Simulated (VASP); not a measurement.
Input of a VASP 6.6.1 run:

Contents of INCAR:

```
PREC = Accurate
ENCUT = 520
EDIFF = 1E-7
ISMEAR = 0
SIGMA = 0.15
LREAL = F
LASPH = T
NELM = 60
ALGO = Normal
ISIF = 2
LWAVE = F
LCHARG = T
GGA = PS
LELF = T
LVHAR = T
NBANDS = 36
```

Contents of KPOINTS:

```
regular mesh
0
Gamma
  7 7 2
```

File POSCAR:

```
Ge
1.0
    4.2063408145      0.0000000000      0.0000000000
   -2.1031698880      3.6427973527      0.0000000000
    0.0000000000      0.0000000000     11.4165903534
Ge
4
Direct
    0.0000000000      0.0000000000      0.9774520000
    0.0000000000      0.0000000000      0.4774520000
    0.3333333333      0.6666666667      0.9148480000
    0.6666666667      0.3333333333      0.4148480000
```

Potentials or basis: VASP PAW PBE potentials, release 64 (Ge_d).

Launch:

```sh
$ cat potpaw_PBE.64/Ge_d/POTCAR > POTCAR
$ mpirun -np 1 vasp_std > vasp.out
```

**Question.** What does it give for the band gap on the k mesh?

**Answer.** 0.18 eV, indirect (least direct gap 0.32 eV).

**Question.** Predict the largest force.

**Answer.** 0.405 eV/Å.

**Question.** Estimate the pressure.

**Answer.** -3.7 GPa.

Stress tensor (GPa, compression positive):
```
-5.17  0.00  0.00
 0.00 -5.17  0.00
 0.00  0.00 -0.81
```

Caveat: the PAW data sets were made with another functional, which shifts forces and pressure a little. A k mesh can miss the band edges.
